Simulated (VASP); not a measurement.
# Te2Mo (P6_3/mmc) in VASP: single point with RPBE+D3(BJ)

Aim: the single point of Te2Mo with RPBE+D3(BJ).

Everything below comes from runs of VASP 6.6.1. Logs are shortened: lines on timing, memory, paths and dates and some standing lists are left out, and cuts for length are marked.

## (1) The cell of the first run

The structure is hexagonal, space group P6_3/mmc (No. 194). The conventional cell has a = 3.141 Å, b = 3.141 Å, c = 12.573 Å, α = 90.00°, β = 90.00°, γ = 120.00°. Within 3.5 Å of Te (site symmetry 3m) lie 3 Mo at 2.62 Å and 9 Te at 3.10 to 3.14 Å. Within 3.5 Å of Mo (site symmetry -6m2) lie 6 Te at 2.62 Å and 6 Mo at 3.14 Å.

## (2) Single point, RPBE+D3(BJ)

File INCAR:

```
SYSTEM = Te2Mo
  PREC = Accurate
  ENCUT = 520
  EDIFF = 1E-6
  ISMEAR = -1
  SIGMA = 0.05
  LREAL = .FALSE.
  LASPH = .TRUE.
  NELM = 80
  ALGO = Normal
  ISIF = 2
  LWAVE = .FALSE.
  LCHARG = .FALSE.
  GGA = RP
  IVDW = 12
  NBANDS = 64
```

File KPOINTS:

```
regular mesh
0
G
  9 9 1
  0 0 0
```

File POSCAR:

```
Te2Mo
1.0
    3.1406531293      0.0000000000      0.0000000000
   -1.5703265646      2.7198853944      0.0000000000
    0.0000000000      0.0000000000     25.1451456889
Te Mo
8 4
Direct
    0.3333333333      0.6666666667      0.4500893925
    0.3333333333      0.6666666667      0.9500886368
    0.6666666667      0.3333333333      0.2000872955
    0.6666666667      0.3333333333      0.7000859752
    0.6666666667      0.3333333333      0.0499113632
    0.6666666667      0.3333333333      0.5499106075
    0.3333333333      0.6666666667      0.2999140248
    0.3333333333      0.6666666667      0.7999127045
    0.6666666667      0.3333333333      0.3750012690
    0.6666666667      0.3333333333      0.8750003772
    0.3333333333      0.6666666667      0.1249996228
    0.3333333333      0.6666666667      0.6249987310
```

Potentials or basis: VASP PAW PBE potentials, release 64 (Te, Mo_sv).

Run with:

```sh
$ cat potpaw_PBE.64/Te/POTCAR potpaw_PBE.64/Mo_sv/POTCAR > POTCAR
$ mpirun -np 1 vasp_std > vasp.out
```

OUTCAR:

```text
SYSTEM = Te2Mo
   PREC = Accurate
   ENCUT = 520
   EDIFF = 1E-6
   ISMEAR = -1
   LREAL = .FALSE.
   LASPH = .TRUE.
   NELM = 80
   ISIF = 2
   GGA = RP
   IVDW = 12
 IVDW          = 12

 ion  position               nearest neighbor table
   1  0.333  0.667  0.450-   9 2.62   9 2.62   9 2.62   6 3.10   6 3.10   6 3.10
   2  0.333  0.667  0.950-  10 2.62  10 2.62  10 2.62   5 3.10   5 3.10   5 3.10
   3  0.667  0.333  0.200-  11 2.62  11 2.62  11 2.62   7 3.10   7 3.10   7 3.10
   4  0.667  0.333  0.700-  12 2.62  12 2.62  12 2.62   8 3.10   8 3.10   8 3.10
   5  0.667  0.333  0.050-  11 2.62  11 2.62  11 2.62   2 3.10   2 3.10   2 3.10
   6  0.667  0.333  0.550-  12 2.62  12 2.62  12 2.62   1 3.10   1 3.10   1 3.10
   7  0.333  0.667  0.300-   9 2.62   9 2.62   9 2.62   3 3.10   3 3.10   3 3.10
   8  0.333  0.667  0.800-  10 2.62  10 2.62  10 2.62   4 3.10   4 3.10   4 3.10
   9  0.667  0.333  0.375-   7 2.62   7 2.62   7 2.62   1 2.62   1 2.62   1 2.62
  10  0.667  0.333  0.875-   8 2.62   8 2.62   8 2.62   2 2.62   2 2.62   2 2.62
  11  0.333  0.667  0.125-   3 2.62   3 2.62   3 2.62   5 2.62   5 2.62   5 2.62
  12  0.333  0.667  0.625-   4 2.62   4 2.62   4 2.62   6 2.62   6 2.62   6 2.62

  LATTYP: Found a hexagonal cell.
 ALAT       =     3.1406531293
 C/A-ratio  =     8.0063428382

  Lattice vectors:

 A1 = (   3.1406531293,   0.0000000000,   0.0000000000)
 A2 = (  -1.5703265646,   2.7198853944,   0.0000000000)
 A3 = (   0.0000000000,   0.0000000000,  25.1451456889)

Analysis of symmetry for initial positions (statically):
=====================================================================
 Subroutine PRICEL returns following result:

  LATTYP: Found a hexagonal cell.
 ALAT       =     3.1406531293
 C/A-ratio  =     4.0031785591

  Lattice vectors:

 A1 = (   3.1406531293,   0.0000000000,   0.0000000000)
 A2 = (  -1.5703265646,   2.7198853944,   0.0000000000)
 A3 = (   0.0000000000,   0.0000000000,  12.5725952689)

   2 primitive cells build up your supercell.

 Routine SETGRP: Setting up the symmetry group for a
 hexagonal supercell.

 Subroutine GETGRP returns: Found 24 space group operations
 (whereof 12 operations were pure point group operations)
 out of a pool of 24 trial point group operations.

The static configuration has the point symmetry D_3d.
 The point group associated with its full space group is D_6h.

Analysis of symmetry for dynamics (positions and initial velocities):
=====================================================================
 Subroutine PRICEL returns following result:

  LATTYP: Found a hexagonal cell.
 ALAT       =     3.1406531293
 C/A-ratio  =     4.0031785591

  Lattice vectors:

 A1 = (   3.1406531293,   0.0000000000,   0.0000000000)
 A2 = (  -1.5703265646,   2.7198853944,   0.0000000000)
 A3 = (   0.0000000000,   0.0000000000,  12.5725952689)

   2 primitive cells build up your supercell.

 Routine SETGRP: Setting up the symmetry group for a
 hexagonal supercell.

 Subroutine GETGRP returns: Found 24 space group operations
 (whereof 12 operations were pure point group operations)
 out of a pool of 24 trial point group operations.

The dynamic configuration has the point symmetry D_3d.
 The point group associated with its full space group is D_6h.

 Subroutine INISYM returns: Found 24 space group operations
 (whereof 12 operations are pure point group operations),
 and found     2 'primitive' translations

----------------------------------------------------------------------------------------

                                     Primitive cell

  volume of cell :     107.3978

  direct lattice vectors                    reciprocal lattice vectors
     3.140653129  0.000000000  0.000000000     0.318405108  0.183831275  0.000000000
    -1.570326565  2.719885394  0.000000000     0.000000000  0.367662550  0.000000000
     0.000000000  0.000000000 12.572595269     0.000000000  0.000000000  0.079538073

  length of vectors
     3.140653129  3.140653129 12.572595269     0.367662550  0.367662550  0.079538073

  position of ions in fractional coordinates (direct lattice)
     0.333333333  0.666666667  0.900177179
     0.666666667  0.333333333  0.400169453
     0.666666667  0.333333333  0.099819253
     0.333333333  0.666666667  0.599826980
     0.666666667  0.333333333  0.750001200
     0.333333333  0.666666667  0.249995233

  ion indices of the primitive-cell ions
   primitive index   ion index
                 1           1
                 2           4
                 3           6
                 4           7
                 5           9
                 6          12

----------------------------------------------------------------------------------------

 KPOINTS: regular mesh

Automatic generation of k-mesh.
 Grid dimensions read from file:
 generate k-points for:    9    9    1

 Generating k-lattice:

  Cartesian coordinates                     Fractional coordinates (reciprocal lattice)
     0.035378345  0.020425697  0.000000000     0.111111111  0.000000000  0.000000000
     0.000000000  0.040851394  0.000000000     0.000000000  0.111111111  0.000000000
     0.000000000  0.000000000  0.039769107     0.000000000  0.000000000  1.000000000

  Length of vectors
     0.040851394  0.040851394  0.039769107

  Shift w.r.t. Gamma in fractional coordinates (k-lattice)
     0.000000000  0.000000000  0.000000000

 Subroutine IBZKPT returns following result:
 ===========================================

 Found     12 irreducible k-points:

 Following reciprocal coordinates:
            Coordinates               Weight
  0.000000  0.000000  0.000000      1.000000
  0.111111 -0.000000  0.000000      6.000000
  0.222222 -0.000000  0.000000      6.000000
  0.333333  0.000000  0.000000      6.000000
  0.444444 -0.000000  0.000000      6.000000
  0.111111  0.111111  0.000000      6.000000
  0.222222  0.111111  0.000000     12.000000
  0.333333  0.111111  0.000000     12.000000
  0.444444  0.111111  0.000000      6.000000
  0.222222  0.222222  0.000000      6.000000
  0.333333  0.222222  0.000000     12.000000
  0.333333  0.333333  0.000000      2.000000
   k-points           NKPTS =     12   k-points in BZ     NKDIM =     12   number of bands    NBANDS=     64
   number of dos      NEDOS =    301   number of ions     NIONS =     12
   total plane-waves  NPLWV = 110592
   dimension x,y,z NGX =    24 NGY =   24 NGZ =  192
   dimension x,y,z NGXF=    48 NGYF=   48 NGZF=  384
   ions per type =               8   4
   NGX,Y,Z   is equivalent  to a cutoff of  12.70, 12.70, 12.69 a.u.
   NGXF,Y,Z  is equivalent  to a cutoff of  25.41, 25.41, 25.39 a.u.
 SYSTEM =  Te2Mo
   PREC   = accura    normal or accurate (medium, high low for compatibility)
   ISTART =      0    job   : 0-new  1-cont  2-samecut
   ICHARG =      2    charge: 1-file 2-atom 10-const
   ISPIN  =      1    spin polarized calculation?
   LNONCOLLINEAR =      F non collinear calculations
   LSORBIT =      F    spin-orbit coupling
   LASPH  =      T    aspherical Exc in radial PAW
   ENCUT  =  520.0 eV  38.22 Ry    6.18 a.u.   5.84  5.84 46.75*2*pi/ulx,y,z
   NELM   =     80;   NELMIN=  2; NELMDL= -5     # of ELM steps
   EDIFF  = 0.1E-05   stopping-criterion for ELM
   LREAL  =      F    real-space projection
   EDIFFG = 0.1E-04   stopping-criterion for IOM
   NSW    =      0    number of steps for IOM
   IBRION =     -1    ionic relax: 0-MD 1-quasi-New 2-CG
   NFREE  =      0    steps in history (QN), initial steepest desc. (CG)
   ISIF   =      2    stress and relaxation
   ISYM   =      2    0-nonsym 1-usesym 2-fastsym
   POTIM  = 0.5000    time-step for ionic-motion
   TEBEG  =    0.0;   TEEND  =   0.0 temperature during run
   PSTRESS=    0.0 pullay stress
   NELECT =     104.0000    total number of electrons
   NUPDOWN=      -1.0000    fix difference up-down
   EMIN   =  10.00;   EMAX   =-10.00  energy-range for DOS
   EFERMI =   0.00;   METHOD = LEGACY
   ISMEAR =    -1;   SIGMA  =   0.05  broadening in eV -4-tet -1-fermi 0-gaus
   EFERMI_NEDOS =   21; number of points for ismear=-14 and -15
   IALGO  =     38    algorithm
   IMIX   =      4    mixing-type and parameters
     AMIX     =   0.40;   BMIX     =  1.00
     AMIX_MAG =   1.60;   BMIX_MAG =  1.00
  volume/ion in A,a.u.               =      17.90       120.79
  Fermi-wavevector in a.u.,A,eV,Ry     =   1.285517  2.429274 22.484349  1.652553
  Thomas-Fermi vector in A             =   2.417646
   LORBIT       =      0    0 simple, 1 ext, 2 COOP (PROOUT), +10 PAW based schemes
   GGA     = RP    functional components
   LHFCALC =     F    Hartree Fock is set to
   AEXX    =    0.0000 exact exchange contribution
   IVDW    =    12    specifies the selected vdW correction
   LEPSILON=     F    determine dielectric tensor
   LRPA    =     F    only Hartree local field effects (RPA)
 non-spin polarized calculation
  energy-cutoff  :      520.00
  volume of cell :      214.80
 maximum number of plane-waves:      5820
 NGX is ok and might be reduce to    24
   NGX = 11   NGY = 11   NGZ = 93

 number of electron     104.0000010 magnetization

 Free energy of the ion-electron system (eV)
  ---------------------------------------------------
  ext. energy  EPLUGINS =         0.00000000
  ---------------------------------------------------
  free energy    TOTEN  =       -57.05066986 eV

  energy without entropy =      -57.02546821  energy(sigma->0) =      -57.03806904

 E-fermi :  13.7957     XC(G=0): -12.2608

 val. band max:       13.7731934113   @ k =   0.2222   0.2222   0.0000
 cond. band min:      13.9525194101   @ k =   0.2222   0.1111   0.0000
 fundamental gap:      0.1793259988
 Fermi energy:        13.7957120788

 k-point     1 :       0.0000    0.0000    0.0000
  band No.  band energies     occupation
      1     -47.0857      2.00000
      2     -47.0856      2.00000
      3     -47.0782      2.00000
      4     -47.0781      2.00000
      5     -21.4968      2.00000
      6     -21.4966      2.00000
[... 56 lines left out ...]
     63      18.2931      0.00000
     64      18.2970      0.00000

 k-point     2 :       0.1111   -0.0000    0.0000
  band No.  band energies     occupation
      1     -47.0804      2.00000
      2     -47.0802      2.00000
      3     -47.0728      2.00000
      4     -47.0727      2.00000
      5     -21.4854      2.00000
      6     -21.4852      2.00000
[... 56 lines left out ...]
     63      17.2122      0.00000
     64      17.2391      0.00000

 k-point     3 :       0.2222   -0.0000    0.0000
  band No.  band energies     occupation
      1     -47.0668      2.00000
      2     -47.0666      2.00000
      3     -47.0592      2.00000
      4     -47.0591      2.00000
      5     -21.4565      2.00000
      6     -21.4563      2.00000
[... 592 lines left out ...]
     63      16.3334      0.00000
     64      16.6529      0.00000

 k-point    12 :       0.3333    0.3333    0.0000
  band No.  band energies     occupation
      1     -47.0339      2.00000
      2     -47.0338      2.00000
      3     -47.0264      2.00000
      4     -47.0262      2.00000
      5     -21.3867      2.00000
      6     -21.3866      2.00000
[... 56 lines left out ...]
     63      16.4344      0.00000
     64      16.4344      0.00000

------------------------ aborting loop because EDIFF is reached ----------------------------------------

 Edisp (eV)  -48.42850

 E8    (eV) :   -32.7317

  FORCE on cell =-STRESS in cart. coord.  units (eV):
  Direction    XX          YY          ZZ          XY          YZ          ZX
  --------------------------------------------------------------------------------------
  -------------------------------------------------------------------------------------
  Total      -0.22082    -0.22082    -0.33529    -0.00000     0.00000     0.00000
  in kB      -1.64711    -1.64711    -2.50098    -0.00000     0.00000     0.00000
  external pressure =       -1.93 kB  Pullay stress =        0.00 kB

 VOLUME and BASIS-vectors are now :
 -----------------------------------------------------------------------------
  energy-cutoff  :      520.00
  volume of cell :      214.80
      direct lattice vectors                 reciprocal lattice vectors
     3.140653129  0.000000000  0.000000000     0.318405108  0.183831275  0.000000000
    -1.570326565  2.719885394  0.000000000     0.000000000  0.367662550  0.000000000
     0.000000000  0.000000000 25.145145689     0.000000000  0.000000000  0.039769107

 POSITION                                       TOTAL-FORCE (eV/Angst)
 -----------------------------------------------------------------------------------
     -0.00000      1.81326     11.31756        -0.000000      0.000000      0.010178
     -0.00000      1.81326     23.89012         0.000000      0.000000      0.010178
      1.57033      0.90663      5.03122        -0.000000     -0.000000      0.010178
      1.57033      0.90663     17.60376        -0.000000     -0.000000      0.010178
      1.57033      0.90663      1.25503        -0.000000     -0.000000     -0.010178
      1.57033      0.90663     13.82758        -0.000000     -0.000000     -0.010178
     -0.00000      1.81326      7.54138        -0.000000     -0.000000     -0.010178
     -0.00000      1.81326     20.11392         0.000000     -0.000000     -0.010178
      1.57033      0.90663      9.42946         0.000000      0.000000     -0.000000
      1.57033      0.90663     22.00201         0.000000     -0.000000     -0.000000
     -0.00000      1.81326      3.14313        -0.000000      0.000000     -0.000000
     -0.00000      1.81326     15.71568        -0.000000      0.000000      0.000000
 -----------------------------------------------------------------------------------
    total drift:                               -0.000001      0.000000     -0.090872

  FREE ENERGIE OF THE ION-ELECTRON SYSTEM (eV)
  ---------------------------------------------------
  free  energy   TOTEN  =      -105.4791662796 eV

  energy  without entropy=     -105.4539646209  energy(sigma->0) =     -105.46656545
```

It took 3.4 min on 1 thread of Intel Xeon Platinum 8488C (Sapphire Rapids), shared host; peak memory 0.39 GiB.

Results:

```
Free energy                : -105.4792 eV
Pressure                   : -0.2 GPa
Largest force              : 0.010 eV/Å
Band gap on the k mesh     : zero (band 52 reaches 14.34 eV, above the bottom of band 53 at 13.42 eV)
Dispersion energy per atom : -4.036 eV
```

Forces in eV/Å, atoms in the order of the input:
```
Te   0.000  0.000  0.010
Te   0.000  0.000  0.010
Te   0.000  0.000  0.010
Te   0.000  0.000  0.010
Te   0.000  0.000 -0.010
Te   0.000  0.000 -0.010
Te   0.000  0.000 -0.010
Te   0.000  0.000 -0.010
Mo   0.000  0.000  0.000
Mo   0.000  0.000  0.000
Mo   0.000  0.000  0.000
Mo   0.000  0.000  0.000
```

Caveat: the PAW data sets were made with another functional, which shifts forces and pressure a little; spin-orbit coupling is left out, which moves the levels of the heavy elements; pairwise dispersion overbinds metals, which lowers pressure and volume.
